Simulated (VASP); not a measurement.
# CdSe (P6_3mc) in VASP: notebook

Aim: see how the results for CdSe move with the level of theory and the settings. Levels: PBE, r2SCAN. Tasks: single point.

All numbers are computed with VASP 6.6.1; they aren't measurements. Logs are shortened: lines on timing, memory, paths and dates and some standing lists are left out, and cuts for length are marked.

### 1 The cell of the first run

Symmetry: P6_3mc, No. 186, hexagonal system. Conventional cell: a = 4.341 Å, b = 4.341 Å, c = 7.218 Å, α = 90.00°, β = 90.00°, γ = 120.00°. Cd (site symmetry 3m) has 4 Se at 2.67 to 2.68 Å within 3.5 Å. Within 3.5 Å of Se (site symmetry 3m) lie 4 Cd at 2.67 to 2.68 Å.

### 2 Single point, PBE (uniaxial z strain +2.0%)

INCAR

```
SYSTEM = CdSe
PREC = Accurate
ENCUT = 520
EDIFF = 1E-6
ISMEAR = -1
SIGMA = 0.02
LREAL = .FALSE.
LASPH = .TRUE.
NELM = 80
ALGO = Normal
ISIF = 2
LWAVE = .FALSE.
LCHARG = .FALSE.
GGA = PE
NBANDS = 26
```

KPOINTS

```
regular mesh
0
G
  12 12 4
  0 0 0
```

POSCAR

```
CdSe
1.0
    4.3407236660      0.0000000000      0.0000000000
   -2.1703618330      3.7591769656      0.0000000000
    0.0000000000      0.0000000000      7.2181788987
Cd Se
2 2
Direct
    0.3333333333      0.6666666667      0.0015566775
    0.6666666667      0.3333333333      0.5015566775
    0.3333333333      0.6666666667      0.3734433225
    0.6666666667      0.3333333333      0.8734433225
```

Potentials or basis: VASP PAW PBE potentials, release 64 (Cd, Se).

The run is started by

```console
cat potpaw_PBE.64/Cd/POTCAR potpaw_PBE.64/Se/POTCAR > POTCAR
mpirun -np 1 vasp_std > vasp.out
```

OUTCAR:

```text
SYSTEM = CdSe
   PREC = Accurate
   ENCUT = 520
   EDIFF = 1E-6
   ISMEAR = -1
   LREAL = .FALSE.
   LASPH = .TRUE.
   NELM = 80
   ISIF = 2
   GGA = PE

 ion  position               nearest neighbor table
   1  0.333  0.667  0.002-   4 2.67   4 2.67   4 2.67   3 2.68
   2  0.667  0.333  0.502-   3 2.67   3 2.67   3 2.67   4 2.68
   3  0.333  0.667  0.373-   2 2.67   2 2.67   2 2.67   1 2.68
   4  0.667  0.333  0.873-   1 2.67   1 2.67   1 2.67   2 2.68

  LATTYP: Found a hexagonal cell.
 ALAT       =     4.3407236660
 C/A-ratio  =     1.6628975844

  Lattice vectors:

 A1 = (   4.3407236660,   0.0000000000,   0.0000000000)
 A2 = (  -2.1703618330,   3.7591769656,   0.0000000000)
 A3 = (   0.0000000000,   0.0000000000,   7.2181788987)

Analysis of symmetry for initial positions (statically):
=====================================================================
 Subroutine PRICEL returns:
 Original cell was already a primitive cell.

 Routine SETGRP: Setting up the symmetry group for a
 hexagonal supercell.

 Subroutine GETGRP returns: Found 12 space group operations
 (whereof  6 operations were pure point group operations)
 out of a pool of 24 trial point group operations.

The static configuration has the point symmetry C_3v.
 The point group associated with its full space group is C_6v.

Analysis of symmetry for dynamics (positions and initial velocities):
=====================================================================
 Subroutine PRICEL returns:
 Original cell was already a primitive cell.

 Routine SETGRP: Setting up the symmetry group for a
 hexagonal supercell.

 Subroutine GETGRP returns: Found 12 space group operations
 (whereof  6 operations were pure point group operations)
 out of a pool of 24 trial point group operations.

The dynamic configuration has the point symmetry C_3v.
 The point group associated with its full space group is C_6v.

 Subroutine INISYM returns: Found 12 space group operations
 (whereof  6 operations are pure point group operations),
 and found     1 'primitive' translations

----------------------------------------------------------------------------------------

                                     Primitive cell

  volume of cell :     117.7830

  direct lattice vectors                    reciprocal lattice vectors
     4.340723666  0.000000000  0.000000000     0.230376333  0.133007838  0.000000000
    -2.170361833  3.759176966  0.000000000     0.000000000  0.266015676  0.000000000
     0.000000000  0.000000000  7.218178899     0.000000000  0.000000000  0.138539099

  length of vectors
     4.340723666  4.340723666  7.218178899     0.266015676  0.266015676  0.138539099

  position of ions in fractional coordinates (direct lattice)
     0.333333333  0.666666667  0.001556677
     0.666666667  0.333333333  0.501556677
     0.333333333  0.666666667  0.373443323
     0.666666667  0.333333333  0.873443323

  ion indices of the primitive-cell ions
   primitive index   ion index
                 1           1
                 2           2
                 3           3
                 4           4

----------------------------------------------------------------------------------------

 KPOINTS: regular mesh

Automatic generation of k-mesh.
 Grid dimensions read from file:
 generate k-points for:   12   12    4

 Generating k-lattice:

  Cartesian coordinates                     Fractional coordinates (reciprocal lattice)
     0.019198028  0.011083986  0.000000000     0.083333333  0.000000000  0.000000000
     0.000000000  0.022167973  0.000000000     0.000000000  0.083333333  0.000000000
     0.000000000  0.000000000  0.034634775     0.000000000  0.000000000  0.250000000

  Length of vectors
     0.022167973  0.022167973  0.034634775

  Shift w.r.t. Gamma in fractional coordinates (k-lattice)
     0.000000000  0.000000000  0.000000000

 Subroutine IBZKPT returns following result:
 ===========================================

 Found     57 irreducible k-points:

 Following reciprocal coordinates:
            Coordinates               Weight
  0.000000  0.000000  0.000000      1.000000
  0.083333  0.000000  0.000000      6.000000
  0.166667  0.000000  0.000000      6.000000
  0.250000  0.000000  0.000000      6.000000
  0.333333  0.000000  0.000000      6.000000
  0.416667  0.000000  0.000000      6.000000
[... 16 lines left out ...]
  0.250000  0.000000  0.250000     12.000000
  0.333333  0.000000  0.250000     12.000000
 [... further k-points ...]
   k-points           NKPTS =     57   k-points in BZ     NKDIM =     57   number of bands    NBANDS=     26
   number of dos      NEDOS =    301   number of ions     NIONS =      4
   total plane-waves  NPLWV =  55296
   dimension x,y,z NGX =    32 NGY =   32 NGZ =   54
   dimension x,y,z NGXF=    64 NGYF=   64 NGZF=  108
   ions per type =               2   2
   NGX,Y,Z   is equivalent  to a cutoff of  12.26, 12.26, 12.44 a.u.
   NGXF,Y,Z  is equivalent  to a cutoff of  24.51, 24.51, 24.87 a.u.
 SYSTEM =  CdSe
   PREC   = accura    normal or accurate (medium, high low for compatibility)
   ISTART =      0    job   : 0-new  1-cont  2-samecut
   ICHARG =      2    charge: 1-file 2-atom 10-const
   ISPIN  =      1    spin polarized calculation?
   LNONCOLLINEAR =      F non collinear calculations
   LSORBIT =      F    spin-orbit coupling
   LASPH  =      T    aspherical Exc in radial PAW
   ENCUT  =  520.0 eV  38.22 Ry    6.18 a.u.   8.07  8.07 13.42*2*pi/ulx,y,z
   NELM   =     80;   NELMIN=  2; NELMDL= -5     # of ELM steps
   EDIFF  = 0.1E-05   stopping-criterion for ELM
   LREAL  =      F    real-space projection
   EDIFFG = 0.1E-04   stopping-criterion for IOM
   NSW    =      0    number of steps for IOM
   IBRION =     -1    ionic relax: 0-MD 1-quasi-New 2-CG
   NFREE  =      0    steps in history (QN), initial steepest desc. (CG)
   ISIF   =      2    stress and relaxation
   ISYM   =      2    0-nonsym 1-usesym 2-fastsym
   POTIM  = 0.5000    time-step for ionic-motion
   TEBEG  =    0.0;   TEEND  =   0.0 temperature during run
   PSTRESS=    0.0 pullay stress
   NELECT =      36.0000    total number of electrons
   NUPDOWN=      -1.0000    fix difference up-down
   EMIN   =  10.00;   EMAX   =-10.00  energy-range for DOS
   EFERMI =   0.00;   METHOD = LEGACY
   ISMEAR =    -1;   SIGMA  =   0.02  broadening in eV -4-tet -1-fermi 0-gaus
   EFERMI_NEDOS =   21; number of points for ismear=-14 and -15
   IALGO  =     38    algorithm
   IMIX   =      4    mixing-type and parameters
     AMIX     =   0.40;   BMIX     =  1.00
     AMIX_MAG =   1.60;   BMIX_MAG =  1.00
  volume/ion in A,a.u.               =      29.45       198.71
  Fermi-wavevector in a.u.,A,eV,Ry     =   1.102761  2.083917 16.545804  1.216082
  Thomas-Fermi vector in A             =   2.239209
   LORBIT       =      0    0 simple, 1 ext, 2 COOP (PROOUT), +10 PAW based schemes
   GGA     = PE    functional components
   LHFCALC =     F    Hartree Fock is set to
   AEXX    =    0.0000 exact exchange contribution
   IVDW    =     0    specifies the selected vdW correction
   LEPSILON=     F    determine dielectric tensor
   LRPA    =     F    only Hartree local field effects (RPA)
 non-spin polarized calculation
  energy-cutoff  :      520.00
  volume of cell :      117.78
 maximum number of plane-waves:      3192
   NGX = 17   NGY = 17   NGZ = 27

 number of electron      35.9999994 magnetization

 Free energy of the ion-electron system (eV)
  ---------------------------------------------------
  ext. energy  EPLUGINS =         0.00000000
  ---------------------------------------------------
  free energy    TOTEN  =       -10.98802985 eV

  energy without entropy =      -10.98802984  energy(sigma->0) =      -10.98802984

 E-fermi :   0.8937     XC(G=0):  -8.6752

 val. band max:        0.6192441389   @ k =   0.0000   0.0000   0.0000
 cond. band min:       1.1492632744   @ k =   0.0000   0.0000   0.0000
 fundamental gap:      0.5300191355
 Fermi energy:         0.8936839378

 k-point     1 :       0.0000    0.0000    0.0000
  band No.  band energies     occupation
      1     -11.7596      2.00000
      2     -11.4318      2.00000
      3      -7.1981      2.00000
      4      -7.1860      2.00000
      5      -7.1860      2.00000
      6      -7.1264      2.00000
[... 18 lines left out ...]
     25       7.6130      0.00000
     26       8.0190      0.00000

 k-point     2 :       0.0833    0.0000    0.0000
  band No.  band energies     occupation
      1     -11.7397      2.00000
      2     -11.4221      2.00000
      3      -7.1912      2.00000
      4      -7.1790      2.00000
      5      -7.1711      2.00000
      6      -7.1179      2.00000
[... 18 lines left out ...]
     25       7.7692      0.00000
     26       7.9127      0.00000

 k-point     3 :       0.1667    0.0000    0.0000
  band No.  band energies     occupation
      1     -11.6843      2.00000
      2     -11.3965      2.00000
      3      -7.1730      2.00000
      4      -7.1611      2.00000
      5      -7.1266      2.00000
      6      -7.0910      2.00000
[... 18 lines left out ...]
     25       7.6973      0.00000
     26       8.2014      0.00000

 k-point     4 :       0.2500    0.0000    0.0000
  band No.  band energies     occupation
      1     -11.6053      2.00000
      2     -11.3637      2.00000
      3      -7.1509      2.00000
      4      -7.1397      2.00000
      5      -7.0709      2.00000
      6      -7.0557      2.00000
[... 18 lines left out ...]
     25       7.9318      0.00000
     26       8.4139      0.00000
[... 496 lines left out ...]
      1     -11.6415      2.00000
      2     -11.4376      2.00000
      3      -7.1565      2.00000
      4      -7.1519      2.00000
      5      -7.1126      2.00000
      6      -7.1023      2.00000
[... 18 lines left out ...]
     25       7.7512      0.00000
     26       7.9226      0.00000

 k-point    23 :       0.2500    0.0000    0.2500
  band No.  band energies     occupation
      1     -11.5687      2.00000
      2     -11.3976      2.00000
      3      -7.1384      2.00000
      4      -7.1278      2.00000
      5      -7.0799      2.00000
      6      -7.0683      2.00000
[... 18 lines left out ...]
     25       7.8532      0.00000
     26       8.5012      0.00000

 k-point    24 :       0.3333    0.0000    0.2500
  band No.  band energies     occupation
      1     -11.4919      2.00000
      2     -11.3607      2.00000
      3      -7.1241      2.00000
      4      -7.1075      2.00000
      5      -7.0513      2.00000
      6      -7.0357      2.00000
[... 18 lines left out ...]
     25       7.9840      0.00000
     26       9.1145      0.00000

 [... further k-points ...]

------------------------ aborting loop because EDIFF is reached ----------------------------------------

  FORCE on cell =-STRESS in cart. coord.  units (eV):
  Direction    XX          YY          ZZ          XY          YZ          ZX
  --------------------------------------------------------------------------------------
  -------------------------------------------------------------------------------------
  Total        0.7240299      0.7240299      0.1433079      0.0000000      0.0000000      0.0000000
  in kB        9.8488275      9.8488275      1.9493871      0.0000000      0.0000000      0.0000000
  external PRESSURE =       7.2156807 kB  Pullay stress =       0.0000000 kB

 VOLUME and BASIS-vectors are now :
 -----------------------------------------------------------------------------
  energy-cutoff  :      520.00
  volume of cell :      117.78
      direct lattice vectors                 reciprocal lattice vectors
     4.340723666  0.000000000  0.000000000     0.230376333  0.133007838  0.000000000
    -2.170361833  3.759176966  0.000000000     0.000000000  0.266015676  0.000000000
     0.000000000  0.000000000  7.218178899     0.000000000  0.000000000  0.138539099

 POSITION                                       TOTAL-FORCE (eV/Angst)
 -----------------------------------------------------------------------------------
     -0.00000      2.50612      0.01124         0.000000     -0.000000      0.001204
      2.17036      1.25306      3.62033        -0.000000     -0.000000      0.001204
     -0.00000      2.50612      2.69558        -0.000000      0.000000     -0.001204
      2.17036      1.25306      6.30467         0.000000      0.000000     -0.001204
 -----------------------------------------------------------------------------------
    total drift:                               -0.000000     -0.000000     -0.000284

  FREE ENERGIE OF THE ION-ELECTRON SYSTEM (eV)
  ---------------------------------------------------
  free  energy   TOTEN  =       -10.9880298464 eV

  energy  without entropy=      -10.9880298406  energy(sigma->0) =      -10.98802984
```

Wall time 48 s (1 thread of Intel Xeon 6975P-C (Granite Rapids), shared host); peak memory 0.31 GiB.

What came out:

```
Free energy            : -10.9880 eV
Pressure               : 0.7 GPa
Band gap on the k mesh : 0.53 eV
```

Caveat: the cell differs from its parent crystal (uniaxial z strain +2.0%).

### 3 Single point, r2SCAN (strain -2.0%)

POSCAR

```
CdSe
1.0
    4.2539091927      0.0000000000      0.0000000000
   -2.1269545964      3.6839934263      0.0000000000
    0.0000000000      0.0000000000      6.9351130596
Cd Se
2 2
Direct
    0.3333333333      0.6666666667     -0.0004018102
    0.6666666667      0.3333333333      0.4995981898
    0.3333333333      0.6666666667      0.3754018102
    0.6666666667      0.3333333333      0.8754018102
```

INCAR.step1

```
PREC     = Accurate       # precision mode
ENCUT    = 520            # plane-wave cutoff, eV
ISMEAR   = 0              # smearing method
SIGMA    = 0.01           # smearing width, eV
LREAL    = F              # projectors in reciprocal space
LASPH    = T              # aspherical terms in the spheres
NELM     = 60             # most SCF steps
NBANDS   = 26             # bands
GGA      = PE             # functional
ALGO     = Normal         # electronic algorithm
EDIFF    = 1E-4           # SCF threshold, eV
LWAVE    = T              # write WAVECAR
LCHARG   = F              # write CHGCAR
```

INCAR.step2

```
PREC     = Accurate       # precision mode
ENCUT    = 520            # plane-wave cutoff, eV
EDIFF    = 1E-6           # SCF threshold, eV
ISMEAR   = 0              # smearing method
SIGMA    = 0.01           # smearing width, eV
LREAL    = F              # projectors in reciprocal space
LASPH    = T              # aspherical terms in the spheres
NELM     = 60             # most SCF steps
ALGO     = Normal         # electronic algorithm
ISIF     = 2              # what is computed and relaxed
LWAVE    = F              # write WAVECAR
LCHARG   = T              # write CHGCAR
METAGGA  = R2SCAN         # meta-GGA
LMIXTAU  = T            
LELF     = T              # ELF
LVHAR    = T            
NBANDS   = 26             # bands
ISTART   = 1
```

KPOINTS

```
regular mesh
0
Gamma
  12 12 4
```

Potentials or basis: VASP PAW PBE potentials, release 64 (Cd, Se).

The run is started by

```console
cat potpaw_PBE.64/Cd/POTCAR potpaw_PBE.64/Se/POTCAR > POTCAR
cp INCAR.step1 INCAR
mpirun -np 1 vasp_std > vasp.out
cp INCAR.step2 INCAR
mpirun -np 1 vasp_std > vasp.out
```

OUTCAR:

```text
PREC = Accurate
   ENCUT = 520
   EDIFF = 1E-6
   ISMEAR = 0
   LREAL = F
   LASPH = T
   NELM = 60
   ISIF = 2
   METAGGA = R2SCAN
   ISTART = 1

 ion  position               nearest neighbor table
   1  0.333  0.667  1.000-   4 2.60   4 2.60   4 2.60   3 2.61
   2  0.667  0.333  0.500-   3 2.60   3 2.60   3 2.60   4 2.61
   3  0.333  0.667  0.375-   2 2.60   2 2.60   2 2.60   1 2.61
   4  0.667  0.333  0.875-   1 2.60   1 2.60   1 2.60   2 2.61

  LATTYP: Found a hexagonal cell.
 ALAT       =     4.2539091927
 C/A-ratio  =     1.6302917494

  Lattice vectors:

 A1 = (   4.2539091927,   0.0000000000,   0.0000000000)
 A2 = (  -2.1269545964,   3.6839934263,   0.0000000000)
 A3 = (   0.0000000000,   0.0000000000,   6.9351130596)

Analysis of symmetry for initial positions (statically):
=====================================================================
 Subroutine PRICEL returns:
 Original cell was already a primitive cell.

 Routine SETGRP: Setting up the symmetry group for a
 hexagonal supercell.

[... 170 lines left out ...]

  energy without entropy =      -71.74924138  energy(sigma->0) =      -71.74924138

 E-fermi :   1.0321     XC(G=0):  -9.5889

 val. band max:        0.9298631346   @ k =   0.0000   0.0000   0.0000
 cond. band min:       2.1699713295   @ k =   0.0000   0.0000   0.0000
 fundamental gap:      1.2401081949
 Fermi energy:         1.0320506902

 k-point     1 :       0.0000    0.0000    0.0000
  band No.  band energies     occupation
      1     -12.3066      2.00000
      2     -11.8885      2.00000
      3      -7.3501      2.00000
      4      -7.3423      2.00000
      5      -7.3423      2.00000
      6      -7.2608      2.00000
[... 685 lines left out ...]
     25       9.0690      0.00000
     26      10.2357      0.00000

 [... further k-points ...]

------------------------ aborting loop because EDIFF is reached ----------------------------------------

  FORCE on cell =-STRESS in cart. coord.  units (eV):
  Direction    XX          YY          ZZ          XY          YZ          ZX
  --------------------------------------------------------------------------------------
  -------------------------------------------------------------------------------------
  Total        2.6172696      2.6172696      2.6849873     -0.0000000      0.0000000      0.0000000
  in kB       38.5832173     38.5832173     39.5814973     -0.0000000      0.0000000      0.0000000
  external PRESSURE =      38.9159773 kB  Pullay stress =       0.0000000 kB

 VOLUME and BASIS-vectors are now :
 -----------------------------------------------------------------------------
  energy-cutoff  :      520.00
  volume of cell :      108.68
      direct lattice vectors                 reciprocal lattice vectors
     4.253909193  0.000000000  0.000000000     0.235077891  0.135722283  0.000000000
    -2.126954596  3.683993426  0.000000000     0.000000000  0.271444567  0.000000000
     0.000000000  0.000000000  6.935113060     0.000000000  0.000000000  0.144193756

 POSITION                                       TOTAL-FORCE (eV/Angst)
 -----------------------------------------------------------------------------------
     -0.00000      2.45600      6.93233         0.000000     -0.000000     -0.000172
      2.12695      1.22800      3.46477        -0.000000      0.000000     -0.000172
     -0.00000      2.45600      2.60345        -0.000000      0.000000      0.000172
      2.12695      1.22800      6.07101         0.000000     -0.000000      0.000172
 -----------------------------------------------------------------------------------
    total drift:                               -0.000000      0.000000     -0.003068

  FREE ENERGIE OF THE ION-ELECTRON SYSTEM (eV)
  ---------------------------------------------------
  free  energy   TOTEN  =       -71.7492413817 eV

  energy  without entropy=      -71.7492413817  energy(sigma->0) =      -71.74924138
```

It took 2.8 min on 1 thread of Intel Xeon 6975P-C (Granite Rapids), shared host; peak memory 0.33 GiB.

Results:

* Free energy: -71.7492 eV
* Pressure: 3.9 GPa
* Band gap on the k mesh: 1.24 eV

Stress tensor (GPa, compression positive):
```
3.86 0.00 0.00
0.00 3.86 0.00
0.00 0.00 3.96
```

Levels at points of the mesh, in eV from the valence-band top:
```csv
k point,band 16,band 17,band 18,band 19,band 20,band 21
"(0.00, 0.00, 0.00)",-0.05,0.00,0.00,1.24,2.71,6.38
"(0.50, 0.00, 0.00)",-2.02,-1.44,-0.82,3.70,3.76,5.07
"(0.00, 0.00, 0.50)",-0.43,-0.43,-0.43,2.91,2.91,6.37
"(0.50, 0.00, 0.50)",-1.46,-1.46,-1.46,3.36,3.36,5.29
```

Caveat: the cell differs from its parent crystal (strain -2.0%); the cell stands under pressure; the PAW data sets were made with another functional, which shifts forces and pressure a little.
